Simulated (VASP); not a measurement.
# Ho3N (P-62m) in VASP: single point with PBE

Aim: the single point of Ho3N with PBE.

Program: VASP 6.6.1. These are calculated values, not measurements. Logs are shortened: lines on timing, memory, paths and dates and some standing lists are left out, and cuts for length are marked.

**1. The cell of the first run**

Symmetry: P-62m, No. 189, hexagonal system. The conventional cell has a = 6.708 Å, b = 6.708 Å, c = 5.147 Å, α = 90.00°, β = 90.00°, γ = 120.00°. Within 3.4 Å of Ho (site symmetry -6) lie 2 N at 2.57 Å and 6 Ho at 3.40 Å. Within 2.9 Å of Ho (site symmetry m2m) lie 2 N at 2.22 Å. Ho (site symmetry -62m) has 12 Ho at 3.43 to 3.87 Å and 12 N at 4.65 Å within 4.7 Å. N (site symmetry -6) has 5 Ho at 2.22 to 2.57 Å within 2.9 Å.

The cell was generated, and may not be a known phase.

**2. Single point, PBE**

The input, INCAR:

```
PREC = Accurate
ENCUT = 600
EDIFF = 1E-6
ISMEAR = 0
SIGMA = 0.1
LREAL = F
LASPH = T
NELM = 200
ALGO = Normal
ISIF = 2
LWAVE = F
LCHARG = F
GGA = PE
NBANDS = 42
GGA_COMPAT = F
LMAXMIX = 6
```

The input, KPOINTS:

```
regular mesh
0
Gamma
  3 3 4
```

The input, POSCAR:

```
Ho3N
1.0
    6.7076829879      0.0000000000      0.0000000000
   -3.3538414940      5.8090238681      0.0000000000
    0.0000000000      0.0000000000      5.1473336233
Ho N
6 2
Direct
    0.3333333333      0.6666666667      0.5000000000
    0.6666666667      0.3333333333      0.5000000000
    0.6621684356      0.0000000000      0.0000000000
    0.0000000000      0.6621684356      0.0000000000
    0.3378315644      0.3378315644      0.0000000000
    0.0000000000      0.0000000000      0.5000000000
    0.3333333333      0.6666666667      0.0000000000
    0.6666666667      0.3333333333      0.0000000000
```

Potentials or basis: VASP PAW PBE potentials, release 64 (Ho_3, N), 4f in core.

Started as:

```bash
cat potpaw_PBE.64/Ho_3/POTCAR potpaw_PBE.64/N/POTCAR > POTCAR
mpirun -np 1 vasp_std > vasp.out
```

OUTCAR:

```text
PREC = Accurate
   ENCUT = 600
   EDIFF = 1E-6
   ISMEAR = 0
   LREAL = F
   LASPH = T
   NELM = 200
   ISIF = 2
   GGA = PE

 ion  position               nearest neighbor table
   1  0.333  0.667  0.500-   7 2.57   7 2.57   4 3.40   4 3.40   3 3.40   3 3.40   5 3.40   5 3.40

   2  0.667  0.333  0.500-   8 2.57   8 2.57   3 3.40   3 3.40   4 3.40   4 3.40   5 3.40   5 3.40

   3  0.662  0.000  0.000-   8 2.22   7 2.22   2 3.40   2 3.40   1 3.40   1 3.40   6 3.43   6 3.43

   4  0.000  0.662  0.000-   7 2.22   8 2.22   1 3.40   1 3.40   2 3.40   2 3.40   6 3.43   6 3.43

   5  0.338  0.338  0.000-   8 2.22   7 2.22   2 3.40   2 3.40   1 3.40   1 3.40   6 3.43   6 3.43

   6  0.000  0.000  0.500-   3 3.43   3 3.43   5 3.43   5 3.43   4 3.43   4 3.43
   7  0.333  0.667  0.000-   4 2.22   3 2.22   5 2.22   1 2.57   1 2.57
   8  0.667  0.333  0.000-   3 2.22   4 2.22   5 2.22   2 2.57   2 2.57

  LATTYP: Found a hexagonal cell.
 ALAT       =     6.7076829879
 C/A-ratio  =     0.7673787853

  Lattice vectors:

 A1 = (   6.7076829879,   0.0000000000,   0.0000000000)
 A2 = (  -3.3538414940,   5.8090238681,   0.0000000000)
 A3 = (   0.0000000000,   0.0000000000,   5.1473336233)

Analysis of symmetry for initial positions (statically):
=====================================================================
 Subroutine PRICEL returns:
 Original cell was already a primitive cell.

 Routine SETGRP: Setting up the symmetry group for a
 hexagonal supercell.

 Subroutine GETGRP returns: Found 12 space group operations
 (whereof 12 operations were pure point group operations)
 out of a pool of 24 trial point group operations.

The static configuration has the point symmetry D_3h.

Analysis of symmetry for dynamics (positions and initial velocities):
=====================================================================
 Subroutine PRICEL returns:
 Original cell was already a primitive cell.

 Routine SETGRP: Setting up the symmetry group for a
 hexagonal supercell.

 Subroutine GETGRP returns: Found 12 space group operations
 (whereof 12 operations were pure point group operations)
 out of a pool of 24 trial point group operations.

The dynamic configuration has the point symmetry D_3h.

 Subroutine INISYM returns: Found 12 space group operations
 (whereof 12 operations are pure point group operations),
 and found     1 'primitive' translations

----------------------------------------------------------------------------------------

                                     Primitive cell

  volume of cell :     200.5663

  direct lattice vectors                    reciprocal lattice vectors
     6.707682988  0.000000000  0.000000000     0.149082776  0.086072981  0.000000000
    -3.353841494  5.809023868  0.000000000     0.000000000  0.172145962  0.000000000
     0.000000000  0.000000000  5.147333623     0.000000000  0.000000000  0.194275342

  length of vectors
     6.707682988  6.707682988  5.147333623     0.172145962  0.172145962  0.194275342

  position of ions in fractional coordinates (direct lattice)
     0.333333333  0.666666667  0.500000000
     0.666666667  0.333333333  0.500000000
     0.662168436  0.000000000  0.000000000
     0.000000000  0.662168436  0.000000000
     0.337831564  0.337831564  0.000000000
     0.000000000  0.000000000  0.500000000
     0.333333333  0.666666667  0.000000000
     0.666666667  0.333333333  0.000000000

  ion indices of the primitive-cell ions
   primitive index   ion index
                 1           1
                 2           2
                 3           3
                 4           4
                 5           5
                 6           6
                 7           7
                 8           8

----------------------------------------------------------------------------------------

 KPOINTS: regular mesh

Automatic generation of k-mesh.
 Grid dimensions read from file:
 generate k-points for:    3    3    4

 Generating k-lattice:

  Cartesian coordinates                     Fractional coordinates (reciprocal lattice)
     0.049694259  0.028690994  0.000000000     0.333333333  0.000000000  0.000000000
     0.000000000  0.057381987  0.000000000     0.000000000  0.333333333  0.000000000
     0.000000000  0.000000000  0.048568835     0.000000000  0.000000000  0.250000000

  Length of vectors
     0.057381987  0.057381987  0.048568835

  Shift w.r.t. Gamma in fractional coordinates (k-lattice)
     0.000000000  0.000000000  0.000000000

 Subroutine IBZKPT returns following result:
 ===========================================

 Found      9 irreducible k-points:

 Following reciprocal coordinates:
            Coordinates               Weight
  0.000000  0.000000  0.000000      1.000000
  0.333333  0.000000  0.000000      6.000000
  0.333333  0.333333  0.000000      2.000000
  0.000000  0.000000  0.250000      2.000000
  0.333333  0.000000  0.250000     12.000000
  0.333333  0.333333  0.250000      4.000000
  0.000000  0.000000  0.500000      1.000000
  0.333333  0.000000  0.500000      6.000000
  0.333333  0.333333  0.500000      2.000000
   k-points           NKPTS =      9   k-points in BZ     NKDIM =      9   number of bands    NBANDS=     42
   number of dos      NEDOS =    301   number of ions     NIONS =      8
   total plane-waves  NPLWV = 122472
   dimension x,y,z NGX =    54 NGY =   54 NGZ =   42
   dimension x,y,z NGXF=   108 NGYF=  108 NGZF=   84
   ions per type =               6   2
   NGX,Y,Z   is equivalent  to a cutoff of  13.38, 13.38, 13.56 a.u.
   NGXF,Y,Z  is equivalent  to a cutoff of  26.77, 26.77, 27.13 a.u.
 SYSTEM =  unknown system
   PREC   = accura    normal or accurate (medium, high low for compatibility)
   ISTART =      0    job   : 0-new  1-cont  2-samecut
   ICHARG =      2    charge: 1-file 2-atom 10-const
   ISPIN  =      1    spin polarized calculation?
   LNONCOLLINEAR =      F non collinear calculations
   LSORBIT =      F    spin-orbit coupling
   LASPH  =      T    aspherical Exc in radial PAW
   ENCUT  =  600.0 eV  44.10 Ry    6.64 a.u.  13.40 13.40 10.28*2*pi/ulx,y,z
   NELM   =    200;   NELMIN=  2; NELMDL= -5     # of ELM steps
   EDIFF  = 0.1E-05   stopping-criterion for ELM
   LREAL  =      F    real-space projection
   EDIFFG = 0.1E-04   stopping-criterion for IOM
   NSW    =      0    number of steps for IOM
   IBRION =     -1    ionic relax: 0-MD 1-quasi-New 2-CG
   NFREE  =      0    steps in history (QN), initial steepest desc. (CG)
   ISIF   =      2    stress and relaxation
   ISYM   =      2    0-nonsym 1-usesym 2-fastsym
   POTIM  = 0.5000    time-step for ionic-motion
   TEBEG  =    0.0;   TEEND  =   0.0 temperature during run
   PSTRESS=    0.0 pullay stress
   NELECT =      64.0000    total number of electrons
   NUPDOWN=      -1.0000    fix difference up-down
   EMIN   =  10.00;   EMAX   =-10.00  energy-range for DOS
   EFERMI =   0.00;   METHOD = LEGACY
   ISMEAR =     0;   SIGMA  =   0.10  broadening in eV -4-tet -1-fermi 0-gaus
   EFERMI_NEDOS =   21; number of points for ismear=-14 and -15
   IALGO  =     38    algorithm
   IMIX   =      4    mixing-type and parameters
     AMIX     =   0.40;   BMIX     =  1.00
     AMIX_MAG =   1.60;   BMIX_MAG =  1.00
  volume/ion in A,a.u.               =      25.07       169.19
  Fermi-wavevector in a.u.,A,eV,Ry     =   1.118705  2.114045 17.027696  1.251500
  Thomas-Fermi vector in A             =   2.255338
   LORBIT       =      0    0 simple, 1 ext, 2 COOP (PROOUT), +10 PAW based schemes
   GGA     = PE    functional components
   LHFCALC =     F    Hartree Fock is set to
   AEXX    =    0.0000 exact exchange contribution
   IVDW    =     0    specifies the selected vdW correction
   LEPSILON=     F    determine dielectric tensor
   LRPA    =     F    only Hartree local field effects (RPA)
 non-spin polarized calculation
 Gauss-broadening in eV      SIGMA  =   0.10
  energy-cutoff  :      600.00
  volume of cell :      200.57
 maximum number of plane-waves:      6735
 NGX is ok and might be reduce to    54
   NGX = 27   NGY = 27   NGZ = 21

 number of electron      64.0000001 magnetization

 Free energy of the ion-electron system (eV)
  ---------------------------------------------------
  ext. energy  EPLUGINS =         0.00000000
  ---------------------------------------------------
  free energy    TOTEN  =       -48.66579076 eV

  energy without entropy =      -48.60374217  energy(sigma->0) =      -48.63476646

 E-fermi :   3.0177     XC(G=0):  -9.9129

 val. band max:        2.9553255466   @ k =   0.3333   0.0000   0.2500
 cond. band min:       3.0303071590   @ k =   0.3333   0.0000   0.0000
 fundamental gap:      0.0749816123
 Fermi energy:         3.0176876269

 k-point     1 :       0.0000    0.0000    0.0000
  band No.  band energies     occupation
      1     -21.3012      2.00000
      2     -21.2417      2.00000
      3     -21.2417      2.00000
      4     -21.1906      2.00000
      5     -21.1906      2.00000
      6     -21.1379      2.00000
[... 34 lines left out ...]
     41       5.2557      0.00000
     42       6.3261      0.00000

 k-point     2 :       0.3333    0.0000    0.0000
  band No.  band energies     occupation
      1     -21.2636      2.00000
      2     -21.2591      2.00000
      3     -21.2306      2.00000
      4     -21.1710      2.00000
      5     -21.1642      2.00000
      6     -21.1561      2.00000
[... 34 lines left out ...]
     41       5.5048      0.00000
     42       5.8812      0.00000

 k-point     3 :       0.3333    0.3333    0.0000
  band No.  band energies     occupation
      1     -21.2402      2.00000
      2     -21.2149      2.00000
      3     -21.2149      2.00000
      4     -21.2092      2.00000
      5     -21.2092      2.00000
      6     -21.1420      2.00000
[... 222 lines left out ...]
      4     -21.2634      2.00000
      5     -21.1677      2.00000
      6     -21.1440      2.00000
[... 34 lines left out ...]
     41       5.5179      0.00000
     42       5.8260      0.00000

 k-point     9 :       0.3333    0.3333    0.5000
  band No.  band energies     occupation
      1     -21.2923      2.00000
      2     -21.2923      2.00000
      3     -21.2877      2.00000
      4     -21.2554      2.00000
      5     -21.2554      2.00000
      6     -21.1228      2.00000
[... 34 lines left out ...]
     41       5.2952      0.00000
     42       5.2955      0.00000

------------------------ aborting loop because EDIFF is reached ----------------------------------------

  FORCE on cell =-STRESS in cart. coord.  units (eV):
  Direction    XX          YY          ZZ          XY          YZ          ZX
  --------------------------------------------------------------------------------------
  -------------------------------------------------------------------------------------
  Total        0.5305255      0.5305255      0.2389605     -0.0000000      0.0000000      0.0000000
  in kB        4.2379790      4.2379790      1.9088799     -0.0000000      0.0000000      0.0000000
  external PRESSURE =       3.4616127 kB  Pullay stress =       0.0000000 kB

 VOLUME and BASIS-vectors are now :
 -----------------------------------------------------------------------------
  energy-cutoff  :      600.00
  volume of cell :      200.57
      direct lattice vectors                 reciprocal lattice vectors
     6.707682988  0.000000000  0.000000000     0.149082776  0.086072981  0.000000000
    -3.353841494  5.809023868  0.000000000     0.000000000  0.172145962  0.000000000
     0.000000000  0.000000000  5.147333623     0.000000000  0.000000000  0.194275342

 POSITION                                       TOTAL-FORCE (eV/Angst)
 -----------------------------------------------------------------------------------
     -0.00000      3.87268      2.57367        -0.000000      0.000000      0.000000
      3.35384      1.93634      2.57367        -0.000000      0.000000      0.000000
      4.44162      0.00000      0.00000         0.085679      0.000000     -0.000000
     -2.22081      3.84655      0.00000        -0.042840      0.074200     -0.000000
      1.13303      1.96247      0.00000        -0.042840     -0.074200      0.000000
      0.00000      0.00000      2.57367        -0.000000     -0.000000      0.000000
     -0.00000      3.87268      0.00000        -0.000000      0.000000      0.000000
      3.35384      1.93634      0.00000        -0.000000     -0.000000      0.000000
 -----------------------------------------------------------------------------------
    total drift:                               -0.000000     -0.000001      0.000000

  FREE ENERGIE OF THE ION-ELECTRON SYSTEM (eV)
  ---------------------------------------------------
  free  energy   TOTEN  =       -48.6657907583 eV

  energy  without entropy=      -48.6037421700  energy(sigma->0) =      -48.63476646
```

Wall time 86 s (1 thread of AMD EPYC 9R45 (Zen 5), shared host); peak memory 0.34 GiB.

What came out:

* Free energy: -48.6658 eV
* Pressure: 0.3 GPa
* Largest force: 0.086 eV/Å
* Band gap on the k mesh: zero (bands 32 and 33 overlap by 0.38 eV)

Forces in eV/Å, atoms in the order of the input:
```
Ho   0.000  0.000  0.000
Ho   0.000  0.000  0.000
Ho   0.086  0.000  0.000
Ho  -0.043  0.074  0.000
Ho  -0.043 -0.074  0.000
Ho   0.000  0.000  0.000
N    0.000  0.000  0.000
N    0.000  0.000  0.000
```

Caveat: the k points lie up to 0.36 Å⁻¹ apart; spin-orbit coupling is left out, which moves the levels of the heavy elements; the 4f electrons are frozen in the core, so they carry no moment and show no levels; the run has no spin polarisation, though such a crystal can be magnetic. Spin polarisation is off, so any magnetic state and its effect on volume and gap are missing.

The gap in the log of VASP goes by the Fermi energy; the results here count the filled bands.